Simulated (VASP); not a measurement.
The system is Ge.

```
CELL_PARAMETERS angstrom
0.00000 2.84765 2.84765
2.84765 0.00000 2.84765
2.84765 2.84765 0.00000
ATOMIC_POSITIONS crystal
Ge 0.75000 0.75000 0.75000
Ge 0.50000 0.50000 0.50000
```

Program: VASP 6.6.1. Alike in all runs: task single point; potentials or basis VASP PAW PBE potentials, release 64 (Ge_d); cell as given.

Q: Order these runs on this cell by their band gap on the k mesh, lowest first.
A. level B3LYP; spin off; k mesh 4 × 4 × 4; cutoff (eV) 520; smearing fermi-dirac 0.05 eV; grid for exact exchange (PRECFOCK) Normal; share of exact exchange 0.2
B. level pbe exchange, pbesol correlation; spin collinear; k mesh 8 × 8 × 8; cutoff (eV) 500; smearing gaussian 0.15 eV
C. level r2SCAN+rVV10; spin off; k mesh 8 × 8 × 8; cutoff (eV) 520; smearing fermi-dirac 0.05 eV
D. level r2SCAN50; spin off; k mesh 4 × 4 × 4; cutoff (eV) 520; smearing fermi-dirac 0.05 eV; grid for exact exchange (PRECFOCK) Normal; share of exact exchange 0.5
E. level r2SCAN0; spin off; k mesh 4 × 4 × 4; cutoff (eV) 520; smearing fermi-dirac 0.05 eV; grid for exact exchange (PRECFOCK) Normal; share of exact exchange 0.25

A: B (metal), C (0.22 eV), A (0.91 eV), E (1.60 eV), D (2.92 eV).

Caveats: some runs use coarse meshes; semilocal functionals underestimate gaps, so a narrow gap can read as zero (at least some runs).

A k mesh can miss the band edges.
